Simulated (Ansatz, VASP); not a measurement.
**One calculation of MgW, two programs**

```
Mg W
1.0
     4.83459    0.00000    0.01721
     0.00000    4.46433    0.00000
    -0.01118    0.00000    3.13748
Mg W
2 2
Direct
  0.50000 0.25007 0.75000
  0.50000 0.74993 0.25000
  0.00000 0.75035 0.75000
  0.00000 0.24965 0.25000
```

Alike in both runs: functional r2SCAN; k mesh 4 × 4 × 4; occupations gaussian, width 0.1 eV; no spin polarisation.

Ansatz relaxed the structure, and its values are those at the end. VASP's run is a single point on that final structure, the one shown.

```csv
,VASP,Ansatz
version,VASP 6.6.1,Ansatz 0.2.0
potentials or method,"VASP PAW PBE potentials, release 64 (Mg_sv, W_sv), cutoff 750 eV","scalar-relativistic, plane waves, PAW"
valence electrons in the cell,48,48
```

|  | VASP | Ansatz | Ansatz less VASP |
| --- | --- | --- | --- |
| gap on the k mesh at the Fermi level (eV) | none | none | - |
| pressure (GPa) | -0.2 | 0.0 | +0.18 |
| rms of the force components (eV/Å) | 0.013 | 0.012 | -0.0002 |

VASP's potentials were made for PBE, not for r2SCAN. A gap of «none» marks a metal or a gap that the smearing closes.

The k mesh is coarse, so the values compare programs but aren't converged. Spin-orbit coupling is off throughout.
